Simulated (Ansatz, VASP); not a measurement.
One calculation of MgB, two programs

```
CELL_PARAMETERS angstrom
3.06204 0.00000 0.00000
-1.53102 2.65181 0.00000
0.00000 0.00000 6.78363
ATOMIC_POSITIONS crystal
Mg 0.33333 0.66667 0.69293
Mg 0.66667 0.33333 0.30707
B 0.66667 0.33333 0.97779
B 0.33333 0.66667 0.02221
```

Alike in both runs: functional PBE; k mesh 18 × 18 × 8; occupations gaussian, width 0.1 eV; no spin polarisation.

Ansatz relaxed the structure, and its values are those at the end. VASP's run is a single point on that final structure, the one shown.

|  | VASP | Ansatz |
| --- | --- | --- |
| version | VASP 6.6.1 | Ansatz 0.2.0 |
| potentials or method | VASP PAW PBE potentials, release 64 (Mg, B), cutoff 600 eV | scalar-relativistic, plane waves, PAW |
| valence electrons in the cell | 10 | 26 |

```csv
,VASP,Ansatz,Ansatz less VASP
gap on the k mesh at the Fermi level (eV),none,none,-
pressure (GPa),-0.1,0.0,+0.12
rms of the force components (eV/Å),0.003,0.003,-0.0006
```

A gap of «none» marks a metal or a gap that the smearing closes. VASP's potentials hold 10 valence electrons a cell and Ansatz's 26, so a difference there can come from the potentials and not from the codes.
